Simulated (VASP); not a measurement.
# BeS (Fm-3m) in VASP: G0W0 quasiparticle levels with LDA

Aim: the G0W0 quasiparticle levels of BeS with LDA.

All numbers are computed with VASP 6.6.1; they aren't measurements. Logs are shortened: lines on timing, memory, paths and dates and some standing lists are left out, and cuts for length are marked.

## Step 1: The cell of the first run

The structure is cubic, space group Fm-3m (No. 225). Conventional cell: a = 4.635 Å, b = 4.635 Å, c = 4.635 Å, α = 90.00°, β = 90.00°, γ = 90.00°. Within 3.1 Å of Be (site symmetry m-3m) lie 6 S at 2.32 Å. S (site symmetry m-3m) has 6 Be at 2.32 Å within 3.1 Å.

## Step 2: G0W0 quasiparticle levels, LDA

File POSCAR:

```
BeS
1.0
    0.0000000000      2.3172971969      2.3172971969
    2.3172971969      0.0000000000      2.3172971969
    2.3172971969      2.3172971969      0.0000000000
Be S
1 1
Direct
    0.0000000000      0.0000000000      0.0000000000
    0.5000000000      0.5000000000      0.5000000000
```

File INCAR.step1:

```
SYSTEM = BeS
  PREC = Accurate
  ENCUT = 500
  EDIFF = 1E-8
  ISMEAR = 0
  SIGMA = 0.01
  LREAL = .False.
  LASPH = .True.
  NELM = 60
  ALGO = Normal
  LWAVE = .True.
  LCHARG = .False.
  GGA = CA
```

File INCAR.step2:

```
SYSTEM = BeS
  PREC = Accurate
  ENCUT = 500
  EDIFF = 1E-8
  ISMEAR = 0
  SIGMA = 0.01
  LREAL = .False.
  LASPH = .True.
  NELM = 1
  ALGO = Exact
  LWAVE = .True.
  LCHARG = .False.
  GGA = CA
  NBANDS = 34
  LOPTICS = .True.
  ISTART = 1
```

File INCAR.step3:

```
SYSTEM = BeS
  PREC = Accurate
  ENCUT = 500
  EDIFF = 1E-8
  ISMEAR = 0
  SIGMA = 0.01
  LREAL = .False.
  LASPH = .True.
  ALGO = EVGW0
  LWAVE = .False.
  LCHARG = .False.
  GGA = CA
  NELMGW = 1
  NBANDS = 34
  ENCUTGW = 60
  NOMEGA = 48
  PRECFOCK = Fast
  ISTART = 1
  NBANDSGW = 12
```

File KPOINTS:

```
regular mesh
0
Gamma
  4 4 4
  0 0 0
```

Potentials or basis: VASP PAW LDA potentials, release 64 (Be_GW, S_GW).

On the command line:

```console
cat potpaw_LDA.64/Be_GW/POTCAR potpaw_LDA.64/S_GW/POTCAR > POTCAR
cp INCAR.step1 INCAR
mpirun -np 1 vasp_std > vasp.out
cp INCAR.step2 INCAR
mpirun -np 1 vasp_std > vasp.out
cp INCAR.step3 INCAR
mpirun -np 1 vasp_std > vasp.out
```

OUTCAR:

```text
SYSTEM = BeS
   PREC = Accurate
   ENCUT = 500
   EDIFF = 1E-8
   ISMEAR = 0
   LREAL = .False.
   LASPH = .True.
   GGA = CA
   NELMGW = 1
   ENCUTGW = 60
   PRECFOCK = Fast
   ISTART = 1

 ion  position               nearest neighbor table
   1  0.000  0.000  0.000-   2 2.32   2 2.32   2 2.32   2 2.32   2 2.32   2 2.32
   2  0.500  0.500  0.500-   1 2.32   1 2.32   1 2.32   1 2.32   1 2.32   1 2.32

  LATTYP: Found a face centered cubic cell.
 ALAT       =     4.6345943938

  Lattice vectors:

 A1 = (   0.0000000000,   2.3172971969,   2.3172971969)
 A2 = (   2.3172971969,   0.0000000000,   2.3172971969)
 A3 = (   2.3172971969,   2.3172971969,   0.0000000000)

Analysis of symmetry for initial positions (statically):
=====================================================================
 Subroutine PRICEL returns:
 Original cell was already a primitive cell.

 Routine SETGRP: Setting up the symmetry group for a
 face centered cubic supercell.

 Subroutine GETGRP returns: Found 48 space group operations
 (whereof 48 operations were pure point group operations)
 out of a pool of 48 trial point group operations.

The static configuration has the point symmetry O_h .

Analysis of symmetry for dynamics (positions and initial velocities):
=====================================================================
 Subroutine PRICEL returns:
 Original cell was already a primitive cell.

 Routine SETGRP: Setting up the symmetry group for a
 face centered cubic supercell.

 Subroutine GETGRP returns: Found 48 space group operations
 (whereof 48 operations were pure point group operations)
 out of a pool of 48 trial point group operations.

The dynamic configuration has the point symmetry O_h .

 Subroutine INISYM returns: Found 48 space group operations
 (whereof 48 operations are pure point group operations),
 and found     1 'primitive' translations

----------------------------------------------------------------------------------------

                                     Primitive cell

  volume of cell :      24.8872

  direct lattice vectors                    reciprocal lattice vectors
     0.000000000  2.317297197  2.317297197    -0.215768612  0.215768612  0.215768612
     2.317297197  0.000000000  2.317297197     0.215768612 -0.215768612  0.215768612
     2.317297197  2.317297197  0.000000000     0.215768612  0.215768612 -0.215768612

  length of vectors
     3.277153124  3.277153124  3.277153124     0.373722199  0.373722199  0.373722199

  position of ions in fractional coordinates (direct lattice)
     0.000000000  0.000000000  0.000000000
     0.500000000  0.500000000  0.500000000

  ion indices of the primitive-cell ions
   primitive index   ion index
                 1           1
                 2           2

----------------------------------------------------------------------------------------

 KPOINTS: regular mesh

Automatic generation of k-mesh.
 Grid dimensions read from file:
 generate k-points for:    4    4    4

 Generating k-lattice:

  Cartesian coordinates                     Fractional coordinates (reciprocal lattice)
    -0.053942153  0.053942153  0.053942153     0.250000000  0.000000000  0.000000000
     0.053942153 -0.053942153  0.053942153     0.000000000  0.250000000  0.000000000
     0.053942153  0.053942153 -0.053942153     0.000000000  0.000000000  0.250000000

  Length of vectors
     0.093430550  0.093430550  0.093430550

  Shift w.r.t. Gamma in fractional coordinates (k-lattice)
     0.000000000  0.000000000  0.000000000

 Subroutine IBZKPT returns following result:
 ===========================================

 Found      8 irreducible k-points:

 Following reciprocal coordinates:
            Coordinates               Weight
  0.000000  0.000000  0.000000      1.000000
  0.250000  0.000000  0.000000      8.000000
  0.500000  0.000000  0.000000      4.000000
  0.250000  0.250000  0.000000      6.000000
  0.500000  0.250000  0.000000     24.000000
 -0.250000  0.250000  0.000000     12.000000
  0.500000  0.500000  0.000000      3.000000
 -0.250000  0.500000  0.250000      6.000000
   k-points           NKPTS =      8   k-points in BZ     NKDIM =     64   number of bands    NBANDS=     34
   number of dos      NEDOS =    301   number of ions     NIONS =      2
   total plane-waves  NPLWV =  13824
   dimension x,y,z NGX =    24 NGY =   24 NGZ =   24
   dimension x,y,z NGXF=    48 NGYF=   48 NGZF=   48
   ions per type =               1   1
   NGX,Y,Z   is equivalent  to a cutoff of  12.17, 12.17, 12.17 a.u.
   NGXF,Y,Z  is equivalent  to a cutoff of  24.35, 24.35, 24.35 a.u.
 SYSTEM =  BeS
   PREC   = accura    normal or accurate (medium, high low for compatibility)
   ISTART =      1    job   : 0-new  1-cont  2-samecut
   ICHARG =      0    charge: 1-file 2-atom 10-const
   ISPIN  =      1    spin polarized calculation?
   LNONCOLLINEAR =      F non collinear calculations
   LSORBIT =      F    spin-orbit coupling
   LASPH  =      T    aspherical Exc in radial PAW
   ENCUT  =  500.0 eV  36.75 Ry    6.06 a.u.   5.98  5.98  5.98*2*pi/ulx,y,z
   NELM   =     60;   NELMIN=  2; NELMDL=  0     # of ELM steps
   EDIFF  = 0.1E-07   stopping-criterion for ELM
   LREAL  =      F    real-space projection
   EDIFFG = 0.1E-06   stopping-criterion for IOM
   NSW    =      0    number of steps for IOM
   IBRION =     -1    ionic relax: 0-MD 1-quasi-New 2-CG
   NFREE  =      0    steps in history (QN), initial steepest desc. (CG)
   ISIF   =      0    stress and relaxation
   ISYM   =      3    0-nonsym 1-usesym 2-fastsym
   POTIM  = 0.5000    time-step for ionic-motion
   TEBEG  =    0.0;   TEEND  =   0.0 temperature during run
   PSTRESS=    0.0 pullay stress
   NELECT =       8.0000    total number of electrons
   NUPDOWN=      -1.0000    fix difference up-down
   EMIN   =  10.00;   EMAX   =-10.00  energy-range for DOS
   EFERMI =   0.00;   METHOD = LEGACY
   ISMEAR =     0;   SIGMA  =   0.01  broadening in eV -4-tet -1-fermi 0-gaus
   EFERMI_NEDOS =   21; number of points for ismear=-14 and -15
   IALGO  =     38    algorithm
   IMIX   =      4    mixing-type and parameters
     AMIX     =   0.40;   BMIX     =  1.00
     AMIX_MAG =   1.60;   BMIX_MAG =  1.00
  volume/ion in A,a.u.               =      12.44        83.97
  Fermi-wavevector in a.u.,A,eV,Ry     =   1.121450  2.119232 17.111356  1.257649
  Thomas-Fermi vector in A             =   2.258103
   LORBIT       =      0    0 simple, 1 ext, 2 COOP (PROOUT), +10 PAW based schemes
   GGA     = CA    functional components
   LHFCALC =     T    Hartree Fock is set to
   PRECFOCK=fast      Normal, Fast or Accurate (Low or Medium for compatibility)
   ENCUT4O =  -1.0   cutoff for four orbital integrals eV
   NKREDX  =     1    reduce k-point grid by
   NKREDY  =     1    reduce k-point grid by
   NKREDZ  =     1    reduce k-point grid by
   AEXX    =    1.0000 exact exchange contribution
   HFSCREEN=    0.0000 screening length (either q_TF or 0.3 A-1)
   HFSCREENC=   0.0000 screening length for correlation (either q_TF or 0.3 A-1)
   ENCUTFOCK=  -1.0 apply spherical cutoff to Coloumb kernel
   IVDW    =     0    specifies the selected vdW correction
   LEPSILON=     F    determine dielectric tensor
   LRPA    =     F    only Hartree local field effects (RPA)
   LRPAFORCE           =     F    calculate RPA forces
   ENCUTGW             =  60.0    cutoff for response function in eV
   ENCUTGWSOFT         =  48.0    soft cutoff for Coulomb kernel in GW response function in eV
   ENCUTLF             =  -1.0    cutoff for local field effects
   NELMGW              =     1    number of iterations in solving QP/BSE equation
   NELMHF              =     1    number of iterations in the inner HF iteration
   NKREDLFX            =     1    NKREDLFY  =   1   NKREDLFZ  =   1
 non-spin polarized calculation
 Gauss-broadening in eV      SIGMA  =   0.01
  energy-cutoff  :      500.00
  volume of cell :       24.89
 maximum number of plane-waves:       648
  NGX = 14; NGY = 14; NGZ = 14
   NGX = 11   NGY = 11   NGZ = 11
 maximum number of plane-waves:        28
 NGX is ok and might be reduce to    10

 QP shifts <psi_nk| G(iteration)W_0 |psi_nk>: iteration 1
 for sc-GW calculations column KS-energies equals QP-energies in previous step
 and V_xc(KS)=  KS-energies - (<T + V_ion + V_H > + <T+V_H+V_ion>^1  + <V_x>^1)

 k-point   1 :       0.0000    0.0000    0.0000
  band No.  KS-energies  QP-energies   sigma(KS)   V_xc(KS)     V^pw_x(r,r')   Z            occupation Imag(sigma)

      1      -8.9508      -9.3424     -13.2544     -12.7119     -21.2724       0.7218       2.0000       1.6392
      2       5.7919       5.7966     -13.6040     -13.6101     -16.0629       0.7761       2.0000       0.0822
      3       5.7919       5.7966     -13.6040     -13.6101     -16.0629       0.7761       2.0000       0.0822
      4       5.7919       5.7966     -13.6040     -13.6101     -16.0629       0.7761       2.0000       0.0822
      5      11.2887      12.0896     -10.9115     -11.9444      -6.1187       0.7754       0.0000      -0.1476
      6      14.7679      15.6653      -9.9652     -11.1001      -5.2139       0.7907       0.0000      -0.1693
      7      14.7679      15.6653      -9.9652     -11.1001      -5.2139       0.7907       0.0000      -0.1693
      8      14.7679      15.6653      -9.9652     -11.1001      -5.2139       0.7907       0.0000      -0.1693
      9      15.4474      16.3655      -9.6121     -10.8396      -3.4328       0.7480       0.0000      -0.4009
     10      15.4474      16.3655      -9.6121     -10.8396      -3.4328       0.7480       0.0000      -0.4009
     11      15.4474      16.3655      -9.6121     -10.8396      -3.4328       0.7480       0.0000      -0.4009
     12      17.9913      19.0625     -10.8346     -12.2267      -5.3839       0.7695       0.0000      -0.4886

 k-point   2 :       0.2500    0.0000    0.0000
  band No.  KS-energies  QP-energies   sigma(KS)   V_xc(KS)     V^pw_x(r,r')   Z            occupation Imag(sigma)
[... 97 lines left out ...]
      1      -5.5725      -5.6527     -14.1429     -14.0334     -21.4466       0.7328       2.0000       1.0882
      2       0.6200       0.2951     -12.2846     -11.8478     -15.9745       0.7438       2.0000       0.2268
      3       0.6200       0.2951     -12.2846     -11.8478     -15.9745       0.7438       2.0000       0.2268
      4       2.1379       1.8598     -12.3337     -11.9657     -15.3246       0.7557       2.0000       0.1520
      5      10.9596      11.7690     -11.3027     -12.3528      -7.0993       0.7708       0.0000      -0.1382
      6      11.4329      12.3733      -9.6769     -10.8920      -4.7860       0.7740       0.0000      -0.1624
      7      15.2249      16.1877     -10.4648     -11.7024      -5.4837       0.7780       0.0000      -0.1930
      8      15.2249      16.1877     -10.4648     -11.7024      -5.4837       0.7780       0.0000      -0.1930
      9      19.0647      20.1604     -10.0400     -11.4976      -3.4006       0.7517       0.0000      -0.6965
     10      19.0647      20.1604     -10.0400     -11.4976      -3.4006       0.7517       0.0000      -0.6965
     11      23.6349      25.0964     -11.3225     -13.2851      -4.7932       0.7447       0.0000      -0.6771
     12      25.5806      27.0057     -11.0826     -12.8879      -4.2615       0.7894       0.0000      -1.2354
```

Wall time 14 s (1 thread of Intel Xeon 6975P-C (Granite Rapids), shared host); peak memory 0.2 GiB.

Results:

| Property | Result |
| --- | --- |
| Quasiparticle gap | 1.78 eV |
| Least direct quasiparticle gap | 4.90 eV |
| Band gap of the starting levels on the mesh | 1.22 eV |
| Least direct gap of the starting levels on the mesh | 4.12 eV |

Caveat: the k points lie up to 0.59 Å⁻¹ apart; bands, screening cutoff and mesh are small and nothing is extrapolated, so the quasiparticle values aren't converged.
